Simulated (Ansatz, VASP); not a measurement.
## Two plane-wave programs on Nb

```xyz
1
Lattice="2.7080 0.0000 0.0000 0.0000 2.7080 0.0000 0.0000 0.0000 2.7080" Properties=species:S:1:pos:R:3 pbc="T T T"
Nb    0.0000    0.0000    0.0000
```

Alike in both runs: functional PBEsol; k mesh 6 × 6 × 6; occupations gaussian, width 0.1 eV; no spin polarisation.

Ansatz relaxed the structure, and its values are those at the end. VASP's run is a single point on that final structure, the one shown.

```csv
,VASP,Ansatz
version,VASP 6.6.1,Ansatz 0.2.0
potentials or method,"VASP PAW PBE potentials, release 64 (Nb_sv), cutoff 500 eV","scalar-relativistic, plane waves, PAW"
valence electrons in the cell,13,13
```

```tsv
	VASP	Ansatz	Ansatz less VASP
gap on the k mesh at the Fermi level (eV)	none	none	-
pressure (GPa)	-0.6	-0.4	+0.26
```

VASP's potentials were made for PBE, not for PBEsol. A gap of «none» marks a metal or a gap that the smearing closes. With one functional, cell and mesh, what is left measures potentials, basis and numerics.

The k mesh is coarse, so the values compare programs but aren't converged.
